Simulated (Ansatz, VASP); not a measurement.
This is a calculation of ZrC for Ansatz 0.2.0.

File input.yaml:

```yaml
crystal:
  lattice:
    - [3.3914762718, 0.0, 0.0]
    - [-1.6957381359, 2.9371046077, 0.0]
    - [0.0, 0.0, 5.290053]
  atoms:
    - { symbol: Zr, position: [0.6666666667, 0.3333333333, 0.75] }
    - { symbol: Zr, position: [0.3333333333, 0.6666666667, 0.25] }
    - { symbol: C, position: [0.0, 0.0, 0.5] }
    - { symbol: C, position: [0.0, 0.0, 0.0] }
hamiltonian:
  xc: { exchange: r2scan, correlation: r2scan, exx: { coeff: 0.5 } }
  pseudopotentials: { kind: paw }
kpoints:
  mp_grid: { grid: [5, 5, 3] }
scf:
  occupations: { method: fermi_dirac, width: 0.05 }
output:
  forces: true
  stress: true
  eigenvalues: true
```

Potentials or basis: Ansatz PAW.

Launch:

```bash
$ ansatz run input.yaml --threads 2 --pin off --max-ram 5632MiB --backend cpu --events-out ev --progress --plain --runs-dir out
```

Task: Set up the same calculation for VASP 6.6.1. Potentials there: VASP PAW PBE potentials, release 64 (Zr_sv, C).

Result: As run (the cutoff follows the program's own potentials):

POSCAR

```
ZrC
1.0
    3.3914762718      0.0000000000      0.0000000000
   -1.6957381359      2.9371046077      0.0000000000
    0.0000000000      0.0000000000      5.2900530000
Zr C
2 2
Direct
    0.6666666667      0.3333333333      0.7500000000
    0.3333333333      0.6666666667      0.2500000000
    0.0000000000      0.0000000000      0.5000000000
    0.0000000000      0.0000000000      0.0000000000
```

INCAR.step1

```
PREC = Accurate
ENCUT = 520
EDIFF = 1E-5
ISMEAR = -1
SIGMA = 0.05
LREAL = False
LASPH = True
NELM = 60
ALGO = Normal
ISIF = 2
LWAVE = True
LCHARG = False
NBANDS = 24
GGA = PE
```

Contents of INCAR.step2:

```
PREC = Accurate
ENCUT = 520
EDIFF = 1E-6
ISMEAR = -1
SIGMA = 0.05
LREAL = False
LASPH = True
NELM = 60
ALGO = Normal
ISIF = 2
LWAVE = False
LCHARG = False
METAGGA = R2SCAN
LHFCALC = True
AEXX = 0.5
LMIXTAU = True
PRECFOCK = Normal
NBANDS = 24
ISTART = 1
```

The input KPOINTS:

```
Automatic mesh
0
Gamma
  5 5 3
```

Potentials or basis: VASP PAW PBE potentials, release 64 (Zr_sv, C).

Command:

```console
$ cat potpaw_PBE.64/Zr_sv/POTCAR potpaw_PBE.64/C/POTCAR > POTCAR
$ cp INCAR.step1 INCAR
$ mpirun -np 1 vasp_std > vasp.out
$ cp INCAR.step2 INCAR
$ mpirun -np 1 vasp_std > vasp.out
```

Both were run:

|  | VASP | Ansatz | Ansatz less VASP |
| --- | --- | --- | --- |
| gap on the k mesh at the Fermi level (eV) | none | none | - |
| pressure (GPa) | -8.0 | -8.0 | -0.05 |
| traceless stress, the component that is largest in VASP (GPa) | 1.08 | 1.12 | +0.033 |

VASP's potentials were made for PBE, not for r2SCAN-based global hybrid. A gap of «none» marks a metal or a gap that the smearing closes. With one functional, cell and mesh, what is left measures potentials, basis and numerics.

The k mesh is coarse, so the values compare programs but aren't converged.
